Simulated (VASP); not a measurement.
Runs of VASP 6.6.1 on InP. The structure is that of space group F-43m (No. 216), or close to it. The cells are those of the table. 

```tsv
cell	gap on the mesh (eV)	pressure (GPa)
a = 4.186, b = 4.186, c = 4.144 Å, angles 60.3, 60.3, 59.3°, 2 atoms	0.57	(a)
a = 4.103, b = 4.103, c = 4.144 Å, angles 59.7, 59.7, 60.7°, 2 atoms	0.76	4.8
a = 4.117, b = 4.117, c = 4.144 Å, angles 59.8, 59.8, 60.4°, 2 atoms	(b)	(c)
a = 4.131, b = 4.131, c = 4.144 Å, angles 59.9, 59.9, 60.2°, 2 atoms	0.73	3.8
a = 4.144 Å, angles 60.0°, 2 atoms	0.71	3.3
```

Alike in all rows: task single point; level PBE; potentials or basis VASP PAW PBE potentials, release 64 (In_d, P); no spin polarisation; k mesh 6 × 6 × 6; cutoff (eV) 520; smearing fermi-dirac 0.05 eV.

Task: Estimate the missing entries.

Result: (a) 1.9; (b) 0.74; (c) 4.3.

Caveats: spin-orbit coupling is left out, which moves the levels of the heavy elements.

A k mesh can miss the band edges, and the runs leave out spin-orbit coupling on In.
